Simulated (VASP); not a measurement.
Input of a VASP 6.6.1 run:

INCAR

```
PREC = Accurate
ENCUT = 600
EDIFF = 1E-6
ISMEAR = 0
SIGMA = 0.01
LREAL = False
LASPH = True
NELM = 120
ALGO = Normal
ISIF = 2
LWAVE = False
LCHARG = False
GGA = PE
NBANDS = 21
GGA_COMPAT = False
```

KPOINTS

```
Automatic mesh
0
Gamma
  4 4 4
```

File POSCAR:

```
PbF2
1.0
    0.0000000000      2.9579484323      2.9579484323
    2.9579484323      0.0000000000      2.9579484323
    2.9579484323      2.9579484323      0.0000000000
Pb F
1 2
Direct
    0.0000000000      0.0000000000      0.0000000000
    0.7500000000      0.7500000000      0.7500000000
    0.2500000000      0.2500000000      0.2500000000
```

Potentials or basis: VASP PAW PBE potentials, release 64 (Pb_d, F).

The run is started by

```sh
$ cat potpaw_PBE.64/Pb_d/POTCAR potpaw_PBE.64/F/POTCAR > POTCAR
$ mpirun -np 1 vasp_std > vasp.out
```

**Question.** Estimate the band gap on the k mesh.

**Answer.** 4.42 eV, indirect (least direct gap 4.56 eV).

**Question.** Estimate the pressure.

**Answer.** 2.9 GPa.

Caveat: the k points lie up to 0.46 Å⁻¹ apart; spin-orbit coupling is left out, which moves the levels of the heavy elements. PBE gaps usually lie below the measured ones, often by a third to a half.
